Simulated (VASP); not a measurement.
Mg2ZnO3: single point with PBEsol+U

Mg2ZnO3:

```
Mg Zn O
1.0
     3.03300    0.00000    0.00000
    -1.51650    2.62665    0.00000
     0.00000    0.00000    7.40332
Mg Zn O
2 1 3
Direct
  0.33333 0.66667 0.66580
  0.66667 0.33333 0.33420
  0.00000 0.00000 0.00000
  0.33333 0.66667 0.17262
  0.66667 0.33333 0.82738
  0.00000 0.00000 0.50000
```

| Item | Value |
| --- | --- |
| Program | VASP 6.6.1 |
| Task | single point |
| Functional | PBEsol |
| Potentials or basis | VASP PAW PBE potentials, release 64 (Mg, Zn, O) |
| Cutoff | 520 eV |
| k mesh | 12 × 12 × 4 |
| Occupations | gaussian, width 0.01 eV |
| Spin | no spin polarisation |
| Hubbard terms | Zn d U = 5.0 eV |
| Dipole correction | no |
| Further INCAR settings | ALGO = Normal; EDIFF = 1e-06; NBANDS = 26 |

| Property | Result |
| --- | --- |
| Pressure | -9.1 GPa |
| Largest force | 0.503 eV/Å |
| Band gap on the k mesh | 3.06 eV (least direct gap 3.20 eV) |

Forces on the atoms (eV/Å):
```
Mg   0.000  0.000  0.043
Mg   0.000  0.000 -0.043
Zn   0.000  0.000  0.000
O    0.000  0.000 -0.503
O    0.000  0.000  0.503
O    0.000  0.000  0.000
```

Stress tensor (GPa, compression positive):
```
-9.04  0.00  0.00
 0.00 -9.04  0.00
 0.00  0.00 -9.15
```

Levels at points of the mesh, in eV from the valence-band top:
| k point | band 15 | band 16 | band 17 | band 18 | band 19 | band 20 |
| --- | --- | --- | --- | --- | --- | --- |
| (0.00, 0.00, 0.00) | -0.22 | -0.13 | -0.13 | 3.06 | 6.48 | 6.71 |
| (0.50, 0.00, 0.00) | -0.95 | -0.93 | -0.46 | 6.66 | 7.60 | 8.65 |
| (0.00, 0.00, 0.50) | -0.51 | 0.00 | 0.00 | 4.19 | 5.34 | 6.98 |
| (0.50, 0.00, 0.50) | -1.17 | -0.35 | -0.31 | 6.83 | 6.89 | 9.11 |

Eigenvalues of the final occupation matrices:
| site | spin | trace | eigenvalues |
| --- | --- | --- | --- |
| site 3 d | 1 | 5.01 | 0.99 0.99 0.99 1.02 1.02 |
| site 3 d | 2 | 5.01 | 0.99 0.99 0.99 1.02 1.02 |

Wall time 73 s on 1 thread of Intel(R) Xeon(R) Platinum 8124M CPU @ 3.00GHz (Skylake/Cascade Lake), on a shared host, peak memory 0.25 GiB.

Caveat: the cell stands under tension; the PAW data sets were made with another functional, which shifts forces and pressure a little. A k mesh can miss the band edges.
